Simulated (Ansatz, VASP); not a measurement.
**CoSn2 in VASP and in Ansatz**

```
Co Sn
1.0
    -3.13369    3.13369    2.70858
     3.13369   -3.13369    2.70858
     3.13369    3.13369   -2.70858
Co Sn
2 4
Direct
  0.25000 0.25000 0.00000
  0.75000 0.75000 0.00000
  0.66663 0.16663 0.83327
  0.16663 0.33337 0.50000
  0.33337 0.83337 0.16673
  0.83337 0.66663 0.50000
```

Alike in both runs: functional PBEsol; k mesh 6 × 6 × 6; occupations gaussian, width 0.1 eV; no spin polarisation.

Ansatz relaxed the structure, and its values are those at the end. VASP's run is a single point on that final structure, the one shown.

```csv
,VASP,Ansatz
version,VASP 6.6.1,Ansatz 0.2.0
potentials or method,"VASP PAW PBE potentials, release 64 (Co, Sn_d), cutoff 520 eV","scalar-relativistic, plane waves, PAW"
valence electrons in the cell,74,90
```

|  | VASP | Ansatz | Ansatz less VASP |
| --- | --- | --- | --- |
| gap on the k mesh at the Fermi level (eV) | none | none | - |
| pressure (GPa) | 0.0 | 0.0 | +0.03 |

VASP's potentials were made for PBE, not for PBEsol. A gap of «none» marks a metal or a gap that the smearing closes. VASP's potentials hold 74 valence electrons a cell and Ansatz's 90, so a difference there can come from the potentials and not from the codes.
